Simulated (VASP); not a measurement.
Runs of VASP 6.6.1 on Ir. The structure is cubic, space group Fm-3m (No. 225). Conventional cell: a = 3.831 Å, b = 3.831 Å, c = 3.831 Å, α = 90.00°, β = 90.00°, γ = 90.00°. Within 3.6 Å of Ir (site symmetry m-3m) lie 12 Ir at 2.71 Å. 

| level | potentials or basis | cutoff (eV) | gap on the mesh (eV) | pressure (GPa) |
| --- | --- | --- | --- | --- |
| r2SCAN | VASP PAW PBE potentials, release 64 (Ir) | 550 | none | (b) |
| revPBE | VASP PAW PBE potentials, release 64 (Ir) | 500 | none | 15.4 |
| PBE | VASP PAW PBE potentials, release 64 (Ir) | 500 | none | (a) |
| LDA | VASP PAW LDA potentials, release 64 (Ir) | 500 | none | -3.5 |
| PBEsol | VASP PAW PBE potentials, release 64 (Ir) | 500 | none | 1.0 |

Alike in all rows: task single point; no spin polarisation; cell as given; k mesh 13 × 13 × 13; smearing fermi-dirac 0.05 eV.

Question: Fill in the values left out.

Answer: (a) 12.5; (b) 6.9.

Caveats: spin-orbit coupling is left out, which moves the levels of the heavy elements; the PAW data sets were made with another functional, which shifts forces and pressure a little (some runs).

A k mesh can miss the band edges, and the runs leave out spin-orbit coupling on Ir.

A gap of «none» marks levels without a gap at the run's occupations.
